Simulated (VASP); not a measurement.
Here is a VASP 6.6.1 calculation.

INCAR

```
PREC = Accurate
ENCUT = 520
EDIFF = 1E-6
ISMEAR = 0
SIGMA = 0.02
LREAL = False
LASPH = True
NELM = 60
ALGO = Normal
ISIF = 2
LWAVE = False
LCHARG = False
GGA = PE
NBANDS = 8
```

The input KPOINTS:

```
regular mesh
0
Gamma
  12 12 12
```

The input POSCAR:

```
C
1.0
    1.1900000000      1.1900000000      1.1900000000
   -1.1900000000      1.1900000000      1.1900000000
   -1.1900000000     -1.1900000000      1.1900000000
C
1
Direct
    0.0000000000      0.0000000000      0.0000000000
```

Potentials or basis: VASP PAW PBE potentials, release 64 (C).

Command:

```sh
$ cat potpaw_PBE.64/C/POTCAR > POTCAR
$ mpirun -np 1 vasp_std > vasp.out
```

(1) Predict the pressure.

(2) Predict the band gap on the k mesh.

Results:

(1) 0.1 GPa.

(2) zero (band 2 reaches 17.37 eV, above the bottom of band 3 at 3.40 eV).
